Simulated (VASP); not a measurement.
Write the native input for VASP 6.6.1 that does the following.

```yaml
Task: single point
Functional: PBE
Potentials_or_basis: VASP PAW PBE potentials, release 64 (In_d, Se)
Cutoff: 520 eV
k_mesh: 7 × 6 × 2
Occupations: fermi-dirac, width 0.05 eV
Spin: no spin polarisation
Dipole_correction: no
Further_INCAR_settings: ALGO = Normal; EDIFF = 1e-06; NBANDS = 48
```

The structure of InSe lies in POSCAR:

```
InSe
1.0
    4.0500000000     -0.0405000000      0.0000000000
   -2.0600740289      3.5276528853      0.0000000000
    0.0000000000      0.0000000000     16.9300000000
In Se
4 4
Direct
    0.6666666667      0.3333333333      0.8430000000
    0.3333333333      0.6666666667      0.3430000000
    0.6666666667      0.3333333333      0.6570000000
    0.3333333333      0.6666666667      0.1570000000
    0.6666666667      0.3333333333      0.3980000000
    0.3333333333      0.6666666667      0.8980000000
    0.6666666667      0.3333333333      0.1020000000
    0.3333333333      0.6666666667      0.6020000000
```

These files were run (other wordings do the same):

INCAR

```
SYSTEM = InSe
PREC = Accurate ; ENCUT = 520
EDIFF = 1E-6 ; ISMEAR = -1
SIGMA = 0.05 ; LREAL = .False.
LASPH = .True. ; NELM = 60
ALGO = Normal ; ISIF = 2
LWAVE = .False. ; LCHARG = .True.
GGA = PE ; LELF = .True.
LVHAR = .True. ; NBANDS = 48
```

KPOINTS

```
regular mesh
0
Gamma
  7 6 2
  0 0 0
```

Potentials or basis: VASP PAW PBE potentials, release 64 (In_d, Se).

Command:

```sh
$ cat potpaw_PBE.64/In_d/POTCAR potpaw_PBE.64/Se/POTCAR > POTCAR
$ mpirun -np 1 vasp_std > vasp.out
```

Results of the run:

- Pressure: 7.7 GPa
- Largest force: 2.896 eV/Å
- Band gap on the k mesh: zero (bands 38 and 39 overlap by 0.05 eV)

Caveat: the stress differs along the axes, from 2 to 11 GPa; spin-orbit coupling is left out, which moves the levels of the heavy elements; this functional lacks dispersion, which binds layers or chains, so the pressure and a relaxed spacing across them are unreliable; forces of over 1 eV/Å act on the atoms, so gaps and moduli don't describe the material at rest.

Run time: 5.9 min on 1 thread of Intel(R) Xeon(R) 6975P-C (Granite Rapids), on a shared host, peak memory 0.56 GiB.
